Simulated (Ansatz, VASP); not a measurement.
**CsI in VASP and in Ansatz**

File INCAR:

```
ALGO = Normal
EDIFF = 1E-6
ENCUT = 500
GGA = PE
GGA_COMPAT = False
ISIF = 2
ISMEAR = -1
LASPH = True
LCHARG = False
LREAL = False
LWAVE = False
NBANDS = 15
NELM = 120
PREC = Accurate
SIGMA = 0.02
```

The input KPOINTS:

```
k-points
0
Gamma
  6 6 6
```

POSCAR

```
CsI
1.0
    4.6080834137      0.0000000000      0.0000000000
    0.0000000000      4.6080834137      0.0000000000
    0.0000000000      0.0000000000      4.6080834137
Cs I
1 1
Direct
    0.0000000000      0.0000000000      0.0000000000
    0.5000000000      0.5000000000      0.5000000000
```

Input for Ansatz:

```yaml
crystal:
  lattice:
    - [4.6080834137, 0.0, 0.0]
    - [0.0, 4.6080834137, 0.0]
    - [0.0, 0.0, 4.6080834137]
  atoms:
    - { symbol: Cs, position: [0.0, 0.0, 0.0] }
    - { symbol: I, position: [0.5, 0.5, 0.5] }
kpoints:
  mp_grid: { grid: [6, 6, 6] }
  band_path:
    path:
      - [[0.0, 0.0, 0.0], [3.429128624974e-51, 0.5, 1.723740530141e-68], [0.5, 0.5, -1.14935144865e-34], [0.0, 0.0, 0.0], [0.5, 0.5, 0.5], [3.429128624974e-51, 0.5, 1.723740530141e-68]]
      - [[0.5, 0.5, 0.5], [0.5, 0.5, -1.14935144865e-34]]
    npoints: 10
hamiltonian:
  xc: pbe
scf:
  occupations: { method: fermi_dirac, width: 0.02 }
  n_extra_bands: 4
output:
  forces: true
  stress: true
  eigenvalues: true
  write_density: true
  write_potential: true
  elf: true
  volumetric_format: npy
```

Alike in both runs: task single point; functional PBE; k mesh 6 × 6 × 6; occupations fermi-dirac, width 0.02 eV; no spin polarisation.

|  | VASP | Ansatz |
| --- | --- | --- |
| version | VASP 6.6.1 | Ansatz 0.2.0 |
| potentials or method | VASP PAW PBE potentials, release 64 (Cs_sv, I) | plane waves, PAW |
| plane-wave cutoff (eV) | 500 | 420 |
| valence electrons in the cell | 16 | 26 |

Ansatz gave:

| Quantity | Value |
| --- | --- |
| gap on the k mesh at the Fermi level (eV) | 3.80 |
| pressure (GPa) | 0.4 |

**Question.** Estimate VASP's values.

**Answer.** gap on the k mesh at the Fermi level (eV): 3.79; pressure (GPa): 0.4.

The functional is the same, so the differences come from potentials, cutoffs and numerics. VASP's potentials hold 16 valence electrons a cell and Ansatz's 26, so a difference there can come from the potentials and not from the codes.

Neither program's run includes spin-orbit coupling.
